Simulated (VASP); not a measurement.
A run of VASP 6.6.1:

The input POSCAR:

```
SrTl2
1.0
    5.2270069100      0.0000000000      0.0000000000
   -2.6135034500      4.5267207700      0.0000000000
    0.0000000000      0.0000000000      8.4919992300
Sr Tl
2 4
Direct
    0.0000000000      0.0000000000      0.2500000000
    0.0000000000      0.0000000000      0.7500000000
    0.3333333300      0.6666666700      0.4507345000
    0.6666666700      0.3333333300      0.9507345000
    0.3333333300      0.6666666700      0.0492655000
    0.6666666700      0.3333333300      0.5492655000
```

Contents of INCAR.step1:

```
PREC = Accurate
ENCUT = 520
ISMEAR = -1
SIGMA = 0.1
LREAL = F
LASPH = T
NELM = 100
GGA = PE
ALGO = Normal
EDIFF = 1E-4
LWAVE = T
LCHARG = F
KPAR = 4
```

INCAR.step2

```
PREC = Accurate
ENCUT = 520
EDIFF = 1E-6
ISMEAR = -1
SIGMA = 0.1
LREAL = F
LASPH = T
NELM = 100
ALGO = Normal
ISIF = 2
LWAVE = F
LCHARG = F
METAGGA = R2SCAN
LMIXTAU = T
IBRION = 2
NSW = 50
EDIFFG = -0.01
ISTART = 1
KPAR = 4
```

Contents of KPOINTS:

```
regular mesh
0
Gamma
  8 8 4
```

Potentials or basis: VASP PAW PBE potentials, release 64 (Sr_sv, Tl_d).

Run with:

```sh
$ cat potpaw_PBE.64/Sr_sv/POTCAR potpaw_PBE.64/Tl_d/POTCAR > POTCAR
$ cp INCAR.step1 INCAR
$ mpirun -np 4 vasp_std > vasp.out
$ cp INCAR.step2 INCAR
$ mpirun -np 4 vasp_std > vasp.out
```

Hardware: 4 MPI ranks on Intel(R) Xeon(R) 6975P-C (Granite Rapids), on a shared host.

Problem. How long does it take, and how much memory?

Solution. Wall time 5.3 min on 4 MPI ranks on Intel(R) Xeon(R) 6975P-C (Granite Rapids) (shared host), peak memory 0.48 GiB a rank. Counts: k points 30, ion steps 3.
